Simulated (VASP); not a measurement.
CdS, 4 atoms in the cell. The structure is hexagonal, space group P6_3mc (No. 186). Conventional cell: a = 4.197 Å, b = 4.197 Å, c = 6.828 Å, α = 90.00°, β = 90.00°, γ = 120.00°. Cd (site symmetry 3m) has 4 S at 2.57 Å within 3.4 Å. Within 3.4 Å of S (site symmetry 3m) lie 4 Cd at 2.57 Å. 

| Property | Result |
| --- | --- |
| Program | VASP 6.6.1 |
| Task | single point |
| Functional | PBE |
| Potentials or basis | VASP PAW PBE potentials, release 64 (Cd, S) |
| Cutoff | 520 eV |
| k mesh | 6 × 6 × 4 |
| Occupations | fermi-dirac, width 0.02 eV |
| Spin | no spin polarisation |
| Dipole correction | no |
| Further INCAR settings | ALGO = Normal; EDIFF = 1e-07; NBANDS = 26 |

Potentials or basis: VASP PAW PBE potentials, release 64 (Cd, S).

Command:

```sh
$ cat potpaw_PBE.64/Cd/POTCAR potpaw_PBE.64/S/POTCAR > POTCAR
$ mpirun -np 1 vasp_std > vasp.out
```

Hardware: 1 thread of AMD EPYC 7R13, with other jobs on the host.

Task: Estimate the wall time of this run.

Result: Run time: 110 s on 1 thread of AMD EPYC 7R13 (shared host), peak memory 0.21 GiB. Counts: scf iterations 16, k points 21.
